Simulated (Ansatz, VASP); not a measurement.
## One calculation of K3LuN2, two programs

```
K Lu N
1.0
     7.09113    0.00000    0.00000
    -3.54556    6.14110    0.00000
     0.00000    0.00000    5.42166
K Lu N
3 1 2
Cartesian
  3.5456 0.0000 2.7108
  -1.7728 3.0705 2.7108
  1.7728 3.0705 2.7108
  0.0000 0.0000 0.0000
  0.0000 0.0000 3.3353
  0.0000 0.0000 2.0864
```

Alike in both runs: functional PBE; k mesh 3 × 3 × 4; occupations gaussian, width 0.1 eV; no spin polarisation.

Ansatz relaxed the structure, and its values are those at the end. VASP's run is a single point on that final structure, the one shown.

|  | VASP | Ansatz |
| --- | --- | --- |
| version | VASP 6.6.1 | Ansatz 0.2.0 |
| potentials or method | VASP PAW PBE potentials, release 64 (K_sv, Lu, N), cutoff 520 eV | scalar-relativistic, plane waves, PAW |
| valence electrons in the cell | 62 | 62 |

```tsv
	VASP	Ansatz	Ansatz less VASP
gap on the k mesh at the Fermi level (eV)	none	none	-
pressure (GPa)	0.2	0.1	-0.12
rms of the force components (eV/Å)	0.035	0.005	-0.0302
```

A gap of «none» marks a metal or a gap that the smearing closes.

Neither program's run includes spin-orbit coupling. Noted on VASP's run: the standard files for N, O and F lose accuracy on very short bonds.
